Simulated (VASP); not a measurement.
Set up this calculation in VASP 6.6.1, as the native input.

```yaml
Task: single point
Functional: PBE
Potentials_or_basis: VASP PAW PBE potentials, release 64 (In_d, P)
Cutoff: 520 eV
k_mesh: 6 × 6 × 6
Occupations: gaussian, width 0.1 eV
Spin: no spin polarisation
Dipole_correction: no
Further_INCAR_settings: ALGO = Normal; EDIFF = 1e-07; NBANDS = 40
```

The structure of In2P lies in POSCAR:

```
In2P
1.0
   -4.2224392853      4.2224392853      2.1700875800
    4.2224392853     -4.2224392853      2.1700875800
    4.2224392853      4.2224392853     -2.1700875800
In P
4 2
Direct
    0.3750000000      0.6250000000      0.7500000000
    0.3750000000      0.1250000000      0.7500000000
    0.3750000000      0.6250000000      0.2500000000
    0.8750000000      0.6250000000      0.2500000000
    0.0000000000      0.0000000000      0.0000000000
    0.7500000000      0.2500000000      0.5000000000
```

The cell was generated, and may not be a known phase.

One way to write it, as run:

INCAR

```
  ALGO = Normal
  EDIFF = 1E-7
  ENCUT = 520
  GGA = PE
  ISIF = 2
  ISMEAR = 0
  LASPH = T
  LCHARG = F
  LREAL = F
  LWAVE = F
  NBANDS = 40
  NELM = 100
  PREC = Accurate
  SIGMA = 0.1
```

KPOINTS

```
k-points
0
Gamma
  6 6 6
```

Potentials or basis: VASP PAW PBE potentials, release 64 (In_d, P).

Command:

```sh
$ cat potpaw_PBE.64/In_d/POTCAR potpaw_PBE.64/P/POTCAR > POTCAR
$ mpirun -np 1 vasp_std > vasp.out
```

It gave:

* Pressure: 0.0 GPa
* Band gap on the k mesh: zero (bands 31 and 32 overlap by 2.50 eV)

Caveat: spin-orbit coupling is left out, which moves the levels of the heavy elements.

It took 3.9 min on 1 thread of AMD EPYC 7R13, with other jobs on the host, peak memory 0.39 GiB.
